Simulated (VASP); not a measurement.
Here is a VASP 6.6.1 calculation.

File INCAR:

```
SYSTEM = MgO
PREC = Accurate ; ENCUT = 520
EDIFF = 1E-7 ; ISMEAR = -1
SIGMA = 0.05 ; LREAL = .FALSE.
LASPH = .TRUE. ; NELM = 100
ALGO = Normal ; ISIF = 2
LWAVE = .FALSE. ; LCHARG = .FALSE.
GGA = CA ; NBANDS = 11
```

File KPOINTS:

```
regular mesh
0
G
  20 20 20
  0 0 0
```

File POSCAR:

```
MgO
1.0
    0.0000000000      2.0795917026      2.0795917026
    2.0795917026      0.0000000000      2.0795917026
    2.0795917026      2.0795917026      0.0000000000
Mg O
1 1
Direct
    0.0000000000      0.0000000000      0.0000000000
    0.5000000000      0.5000000000      0.5000000000
```

Potentials or basis: VASP PAW LDA potentials, release 64 (Mg, O).

Command:

```bash
$ cat potpaw_LDA.64/Mg/POTCAR potpaw_LDA.64/O/POTCAR > POTCAR
$ mpirun -np 1 vasp_std > vasp.out
```

(1) Estimate the pressure.

(2) Estimate the band gap on the k mesh.

## Answers

(1) -1.7 GPa.

(2) 5.03 eV.
